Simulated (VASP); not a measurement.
# InSe (P6_3/mmc) in VASP: further runs

Aim: see how the results for InSe move with the level of theory and the settings. Levels: PBEsol+D3(BJ), PBEsol+D4. Tasks: single point.

Everything below comes from runs of VASP 6.6.1. Logs are shortened: lines on timing, memory, paths and dates and some standing lists are left out, and cuts for length are marked.

### 1 The cell of the first run

Symmetry: P6_3/mmc, No. 194, hexagonal system. Conventional cell: a = 3.952 Å, b = 3.952 Å, c = 16.312 Å, α = 90.00°, β = 90.00°, γ = 120.00°. In (site symmetry 3m) has 3 Se at 2.62 Å and 1 In at 2.75 Å within 3.5 Å. Within 3.7 Å of Se (site symmetry 3m) lie 3 In at 2.62 Å and 3 Se at 3.63 Å.

### 2 Single point, PBEsol+D3(BJ)

INCAR

```
SYSTEM = InSe
ALGO     = Normal         ! electronic algorithm
EDIFF    = 1E-7           ! SCF threshold, eV
ENCUT    = 520            ! plane-wave cutoff, eV
GGA      = PS             ! functional
ISIF     = 2              ! what is computed and relaxed
ISMEAR   = -1             ! smearing method
IVDW     = 12             ! dispersion correction
LASPH    = .True.         ! aspherical terms in the spheres
LCHARG   = .True.         ! write CHGCAR
LELF     = .True.         ! ELF
LREAL    = .False.        ! projectors in reciprocal space
LVHAR    = .True.       
LWAVE    = .False.        ! write WAVECAR
NBANDS   = 48             ! bands
NELM     = 80             ! most SCF steps
PREC     = Accurate       ! precision mode
SIGMA    = 0.05           ! smearing width, eV
```

KPOINTS

```
k-points
0
Gamma
  8 8 2
  0 0 0
```

POSCAR

```
InSe
1.0
    3.9522895540      0.0000000000      0.0000000000
   -1.9761447770      3.4227831569      0.0000000000
    0.0000000000      0.0000000000     16.3116093621
In Se
4 4
Direct
    0.6666666667      0.3333333333      0.8342851090
    0.3333333333      0.6666666667      0.3342851090
    0.6666666667      0.3333333333      0.6657148910
    0.3333333333      0.6666666667      0.1657148910
    0.6666666667      0.3333333333      0.4136407545
    0.3333333333      0.6666666667      0.9136407545
    0.6666666667      0.3333333333      0.0863592455
    0.3333333333      0.6666666667      0.5863592455
```

Potentials or basis: VASP PAW PBE potentials, release 64 (In_d, Se).

On the command line:

```bash
$ cat potpaw_PBE.64/In_d/POTCAR potpaw_PBE.64/Se/POTCAR > POTCAR
$ mpirun -np 1 vasp_std > vasp.out
```

OUTCAR:

```text
SYSTEM = InSe
   EDIFF = 1E-7
   ENCUT = 520
   GGA = PS
   ISIF = 2
   ISMEAR = -1
   IVDW = 12
   LASPH = .True.
   LREAL = .False.
   NELM = 80
   PREC = Accurate
 IVDW          = 12

 ion  position               nearest neighbor table
   1  0.667  0.333  0.834-   6 2.62   6 2.62   6 2.62   3 2.75
   2  0.333  0.667  0.334-   5 2.62   5 2.62   5 2.62   4 2.75
   3  0.667  0.333  0.666-   8 2.62   8 2.62   8 2.62   1 2.75
   4  0.333  0.667  0.166-   7 2.62   7 2.62   7 2.62   2 2.75
   5  0.667  0.333  0.414-   2 2.62   2 2.62   2 2.62
   6  0.333  0.667  0.914-   1 2.62   1 2.62   1 2.62
   7  0.667  0.333  0.086-   4 2.62   4 2.62   4 2.62
   8  0.333  0.667  0.586-   3 2.62   3 2.62   3 2.62

  LATTYP: Found a hexagonal cell.
 ALAT       =     3.9522895540
 C/A-ratio  =     4.1271291334

  Lattice vectors:

 A1 = (   3.9522895540,   0.0000000000,   0.0000000000)
 A2 = (  -1.9761447770,   3.4227831569,   0.0000000000)
 A3 = (   0.0000000000,   0.0000000000,  16.3116093621)

Analysis of symmetry for initial positions (statically):
=====================================================================
 Subroutine PRICEL returns:
 Original cell was already a primitive cell.

 Routine SETGRP: Setting up the symmetry group for a
 hexagonal supercell.

 Subroutine GETGRP returns: Found 24 space group operations
 (whereof 12 operations were pure point group operations)
 out of a pool of 24 trial point group operations.

The static configuration has the point symmetry D_3d.
 The point group associated with its full space group is D_6h.

Analysis of symmetry for dynamics (positions and initial velocities):
=====================================================================
 Subroutine PRICEL returns:
 Original cell was already a primitive cell.

 Routine SETGRP: Setting up the symmetry group for a
 hexagonal supercell.

 Subroutine GETGRP returns: Found 24 space group operations
 (whereof 12 operations were pure point group operations)
 out of a pool of 24 trial point group operations.

The dynamic configuration has the point symmetry D_3d.
 The point group associated with its full space group is D_6h.

 Subroutine INISYM returns: Found 24 space group operations
 (whereof 12 operations are pure point group operations),
 and found     1 'primitive' translations

----------------------------------------------------------------------------------------

                                     Primitive cell

  volume of cell :     220.6607

  direct lattice vectors                    reciprocal lattice vectors
     3.952289554  0.000000000  0.000000000     0.253017899  0.146079952  0.000000000
    -1.976144777  3.422783157  0.000000000     0.000000000  0.292159904  0.000000000
     0.000000000  0.000000000 16.311609362     0.000000000  0.000000000  0.061306029

  length of vectors
     3.952289554  3.952289554 16.311609362     0.292159904  0.292159904  0.061306029

  position of ions in fractional coordinates (direct lattice)
     0.666666667  0.333333333  0.834285109
     0.333333333  0.666666667  0.334285109
     0.666666667  0.333333333  0.665714891
     0.333333333  0.666666667  0.165714891
     0.666666667  0.333333333  0.413640755
     0.333333333  0.666666667  0.913640755
     0.666666667  0.333333333  0.086359245
     0.333333333  0.666666667  0.586359245

  ion indices of the primitive-cell ions
   primitive index   ion index
                 1           1
                 2           2
                 3           3
                 4           4
                 5           5
                 6           6
                 7           7
                 8           8

----------------------------------------------------------------------------------------

 KPOINTS: k-points

Automatic generation of k-mesh.
 Grid dimensions read from file:
 generate k-points for:    8    8    2

 Generating k-lattice:

  Cartesian coordinates                     Fractional coordinates (reciprocal lattice)
     0.031627237  0.018259994  0.000000000     0.125000000  0.000000000  0.000000000
     0.000000000  0.036519988  0.000000000     0.000000000  0.125000000  0.000000000
     0.000000000  0.000000000  0.030653015     0.000000000  0.000000000  0.500000000

  Length of vectors
     0.036519988  0.036519988  0.030653015

  Shift w.r.t. Gamma in fractional coordinates (k-lattice)
     0.000000000  0.000000000  0.000000000

 Subroutine IBZKPT returns following result:
 ===========================================

 Found     20 irreducible k-points:

 Following reciprocal coordinates:
            Coordinates               Weight
  0.000000  0.000000  0.000000      1.000000
  0.125000  0.000000  0.000000      6.000000
  0.250000  0.000000  0.000000      6.000000
  0.375000 -0.000000  0.000000      6.000000
  0.500000  0.000000  0.000000      3.000000
  0.125000  0.125000  0.000000      6.000000
[... 12 lines left out ...]
  0.250000  0.250000  0.500000      6.000000
  0.375000  0.250000  0.500000      6.000000
   k-points           NKPTS =     20   k-points in BZ     NKDIM =     20   number of bands    NBANDS=     48
   number of dos      NEDOS =    301   number of ions     NIONS =      8
   total plane-waves  NPLWV = 113400
   dimension x,y,z NGX =    30 NGY =   30 NGZ =  126
   dimension x,y,z NGXF=    60 NGYF=   60 NGZF=  252
   ions per type =               4   4
   NGX,Y,Z   is equivalent  to a cutoff of  12.62, 12.62, 12.84 a.u.
   NGXF,Y,Z  is equivalent  to a cutoff of  25.24, 25.24, 25.68 a.u.
 SYSTEM =  InSe
   PREC   = accura    normal or accurate (medium, high low for compatibility)
   ISTART =      0    job   : 0-new  1-cont  2-samecut
   ICHARG =      2    charge: 1-file 2-atom 10-const
   ISPIN  =      1    spin polarized calculation?
   LNONCOLLINEAR =      F non collinear calculations
   LSORBIT =      F    spin-orbit coupling
   LASPH  =      T    aspherical Exc in radial PAW
   ENCUT  =  520.0 eV  38.22 Ry    6.18 a.u.   7.35  7.35 30.33*2*pi/ulx,y,z
   NELM   =     80;   NELMIN=  2; NELMDL= -5     # of ELM steps
   EDIFF  = 0.1E-06   stopping-criterion for ELM
   LREAL  =      F    real-space projection
   EDIFFG = 0.1E-05   stopping-criterion for IOM
   NSW    =      0    number of steps for IOM
   IBRION =     -1    ionic relax: 0-MD 1-quasi-New 2-CG
   NFREE  =      0    steps in history (QN), initial steepest desc. (CG)
   ISIF   =      2    stress and relaxation
   ISYM   =      2    0-nonsym 1-usesym 2-fastsym
   POTIM  = 0.5000    time-step for ionic-motion
   TEBEG  =    0.0;   TEEND  =   0.0 temperature during run
   PSTRESS=    0.0 pullay stress
   NELECT =      76.0000    total number of electrons
   NUPDOWN=      -1.0000    fix difference up-down
   EMIN   =  10.00;   EMAX   =-10.00  energy-range for DOS
   EFERMI =   0.00;   METHOD = LEGACY
   ISMEAR =    -1;   SIGMA  =   0.05  broadening in eV -4-tet -1-fermi 0-gaus
   EFERMI_NEDOS =   21; number of points for ismear=-14 and -15
   IALGO  =     38    algorithm
   IMIX   =      4    mixing-type and parameters
     AMIX     =   0.40;   BMIX     =  1.00
     AMIX_MAG =   1.60;   BMIX_MAG =  1.00
  volume/ion in A,a.u.               =      27.58       186.14
  Fermi-wavevector in a.u.,A,eV,Ry     =   1.147548  2.168552 17.917070  1.316868
  Thomas-Fermi vector in A             =   2.284228
   LORBIT       =      0    0 simple, 1 ext, 2 COOP (PROOUT), +10 PAW based schemes
   GGA     = PS    functional components
   LHFCALC =     F    Hartree Fock is set to
   AEXX    =    0.0000 exact exchange contribution
   IVDW    =    12    specifies the selected vdW correction
   LEPSILON=     F    determine dielectric tensor
   LRPA    =     F    only Hartree local field effects (RPA)
 non-spin polarized calculation
  energy-cutoff  :      520.00
  volume of cell :      220.66
 maximum number of plane-waves:      6024
 NGX is ok and might be reduce to    30
   NGX = 15   NGY = 15   NGZ = 61

 number of electron      75.9999980 magnetization

 Free energy of the ion-electron system (eV)
  ---------------------------------------------------
  ext. energy  EPLUGINS =         0.00000000
  ---------------------------------------------------
  free energy    TOTEN  =       -31.11267107 eV

  energy without entropy =      -31.11248653  energy(sigma->0) =      -31.11257880

 E-fermi :   4.7772     XC(G=0):  -9.3929

 val. band max:        4.5449130690   @ k =   0.0000   0.0000   0.0000
 cond. band min:       4.9700443484   @ k =   0.0000   0.0000   0.0000
 fundamental gap:      0.4251312794
 Fermi energy:         4.7772326400

 k-point     1 :       0.0000    0.0000    0.0000
  band No.  band energies     occupation
      1     -10.2859      2.00000
      2     -10.2848      2.00000
      3     -10.0735      2.00000
      4     -10.0735      2.00000
      5     -10.0727      2.00000
      6     -10.0727      2.00000
[... 40 lines left out ...]
     47       9.4391      0.00000
     48       9.9734      0.00000

 k-point     2 :       0.1250    0.0000    0.0000
  band No.  band energies     occupation
      1     -10.2870      2.00000
      2     -10.2868      2.00000
      3     -10.1510      2.00000
      4     -10.1338      2.00000
      5     -10.0732      2.00000
      6     -10.0712      2.00000
[... 40 lines left out ...]
     47       9.1166      0.00000
     48       9.7676      0.00000

 k-point     3 :       0.2500    0.0000    0.0000
  band No.  band energies     occupation
      1     -10.3377      2.00000
      2     -10.3239      2.00000
      3     -10.2232      2.00000
      4     -10.2136      2.00000
      5     -10.2099      2.00000
      6     -10.1840      2.00000
[... 856 lines left out ...]
     47       9.7056      0.00000
     48       9.7056      0.00000

 k-point    20 :       0.3750    0.2500    0.5000
  band No.  band energies     occupation
      1     -10.4405      2.00000
      2     -10.4405      2.00000
      3     -10.3358      2.00000
      4     -10.3358      2.00000
      5     -10.2161      2.00000
      6     -10.2161      2.00000
[... 40 lines left out ...]
     47       9.8862      0.00000
     48       9.8862      0.00000

------------------------ aborting loop because EDIFF is reached ----------------------------------------

 Edisp (eV)   -2.45663

 E8    (eV) :    -1.6755

  FORCE on cell =-STRESS in cart. coord.  units (eV):
  Direction    XX          YY          ZZ          XY          YZ          ZX
  --------------------------------------------------------------------------------------
  -------------------------------------------------------------------------------------
  Total       0.12278     0.12278     0.07126     0.00000     0.00000     0.00000
  in kB       0.89148     0.89148     0.51740     0.00000     0.00000     0.00000
  external pressure =        0.77 kB  Pullay stress =        0.00 kB

 VOLUME and BASIS-vectors are now :
 -----------------------------------------------------------------------------
  energy-cutoff  :      520.00
  volume of cell :      220.66
      direct lattice vectors                 reciprocal lattice vectors
     3.952289554  0.000000000  0.000000000     0.253017899  0.146079952  0.000000000
    -1.976144777  3.422783157  0.000000000     0.000000000  0.292159904  0.000000000
     0.000000000  0.000000000 16.311609362     0.000000000  0.000000000  0.061306029

 POSITION                                       TOTAL-FORCE (eV/Angst)
 -----------------------------------------------------------------------------------
      1.97614      1.14093     13.60853         0.000000      0.000000     -0.019208
     -0.00000      2.28186      5.45273        -0.000000     -0.000000     -0.019208
      1.97614      1.14093     10.85888         0.000000      0.000000      0.019208
     -0.00000      2.28186      2.70308        -0.000000     -0.000000      0.019208
      1.97614      1.14093      6.74715         0.000000     -0.000000      0.018824
     -0.00000      2.28186     14.90295        -0.000000      0.000000      0.018824
      1.97614      1.14093      1.40866         0.000000     -0.000000     -0.018824
     -0.00000      2.28186      9.56446        -0.000000      0.000000     -0.018824
 -----------------------------------------------------------------------------------
    total drift:                               -0.000000      0.000000     -0.000000

  FREE ENERGIE OF THE ION-ELECTRON SYSTEM (eV)
  ---------------------------------------------------
  free  energy   TOTEN  =       -33.5692987094 eV

  energy  without entropy=      -33.5691141684  energy(sigma->0) =      -33.56920644
```

Wall time 2.4 min (1 thread of AMD EPYC 9R45 (Zen 5), shared host); peak memory 0.41 GiB.

What came out:

```yaml
Free_energy: -33.5693 eV
Pressure: 0.1 GPa
Largest_force: 0.019 eV/Å
Band_gap_on_the_k_mesh: 0.43 eV
Dispersion_energy_per_atom: -0.307 eV
```

Forces in eV/Å, atoms in the order of the input:
```
In   0.000  0.000 -0.019
In   0.000  0.000 -0.019
In   0.000  0.000  0.019
In   0.000  0.000  0.019
Se   0.000  0.000  0.019
Se   0.000  0.000  0.019
Se   0.000  0.000 -0.019
Se   0.000  0.000 -0.019
```

Levels at points of the mesh, in eV from the valence-band top:
```csv
k point,band 34,band 35,band 36,band 37,band 38,band 39,band 40,band 41,band 42,band 43
"(0.00, 0.00, 0.00)",-1.12,-1.12,-1.04,-1.04,0.00,0.43,2.01,2.21,2.22,4.24
"(0.50, 0.00, 0.00)",-2.37,-2.20,-2.19,-1.98,-1.41,1.02,1.03,1.92,2.08,3.24
"(0.00, 0.00, 0.50)",-1.08,-1.08,-1.08,-1.03,-1.03,1.38,1.38,2.24,2.24,4.33
"(0.50, 0.00, 0.50)",-2.46,-2.07,-2.07,-1.86,-1.86,1.35,1.35,1.58,1.58,3.45
```

Caveat: the PAW data sets were made with another functional, which shifts forces and pressure a little; spin-orbit coupling is left out, which moves the levels of the heavy elements.

### 3 Single point, PBEsol+D3(BJ)

This run uses another cell than the first one, of 27.74 Å³/atom.

INCAR

```
ALGO     = Normal         # electronic algorithm
EDIFF    = 1E-7           # SCF threshold, eV
ENCUT    = 520            # plane-wave cutoff, eV
GGA      = PS             # functional
ISIF     = 2              # what is computed and relaxed
ISMEAR   = -1             # smearing method
IVDW     = 12             # dispersion correction
LASPH    = T              # aspherical terms in the spheres
LCHARG   = T              # write CHGCAR
LELF     = T              # ELF
LREAL    = F              # projectors in reciprocal space
LVHAR    = T            
LWAVE    = F              # write WAVECAR
NBANDS   = 48             # bands
NELM     = 60             # most SCF steps
PREC     = Accurate       # precision mode
SIGMA    = 0.05           # smearing width, eV
```

KPOINTS

```
k-points
0
Gamma
  8 8 2
```

POSCAR

```
InSe
1.0
    3.9597307307      0.0000000000      0.0000000000
   -1.9798653654      3.4292274049      0.0000000000
    0.0000000000      0.0000000000     16.3454658899
In Se
4 4
Direct
    0.6666666667      0.3333333333      0.8342085039
    0.3333333333      0.6666666667      0.3342085039
    0.6666666667      0.3333333333      0.6657914961
    0.3333333333      0.6666666667      0.1657914961
    0.6666666667      0.3333333333      0.4132034466
    0.3333333333      0.6666666667      0.9132034466
    0.6666666667      0.3333333333      0.0867965534
    0.3333333333      0.6666666667      0.5867965534
```

Potentials or basis: VASP PAW PBE potentials, release 64 (In_d, Se).

On the command line:

```bash
$ cat potpaw_PBE.64/In_d/POTCAR potpaw_PBE.64/Se/POTCAR > POTCAR
$ mpirun -np 1 vasp_std > vasp.out
```

Wall time 2.3 min (1 thread of AMD EPYC 9R45 (Zen 5), shared host); peak memory 0.4 GiB.

It converged, with:

```yaml
Free_energy: -33.5690 eV
Pressure: -0.1 GPa
Largest_force: 0.023 eV/Å
Band_gap_on_the_k_mesh: 0.40 eV
Dispersion_energy_per_atom: -0.305 eV
```

Forces on the atoms (eV/Å):
```
In   0.000  0.000 -0.023
In   0.000  0.000 -0.023
In   0.000  0.000  0.023
In   0.000  0.000  0.023
Se   0.000  0.000  0.021
Se   0.000  0.000  0.021
Se   0.000  0.000 -0.021
Se   0.000  0.000 -0.021
```

Levels at points of the mesh, in eV from the valence-band top:
```csv
k point,band 35,band 36,band 37,band 38,band 39,band 40,band 41,band 42
"(0.00, 0.00, 0.00)",-1.14,-1.06,-1.06,0.00,0.40,1.96,2.18,2.19
"(0.50, 0.00, 0.00)",-2.21,-2.18,-1.99,-1.41,1.03,1.03,1.91,2.06
"(0.00, 0.00, 0.50)",-1.09,-1.09,-1.02,-1.02,1.36,1.36,2.20,2.20
"(0.50, 0.00, 0.50)",-2.08,-2.08,-1.85,-1.85,1.35,1.35,1.57,1.57
```

Caveat: three body term missing; the PAW data sets were made with another functional, which shifts forces and pressure a little; spin-orbit coupling is left out, which moves the levels of the heavy elements.

(Continued in part 2 of 2.)
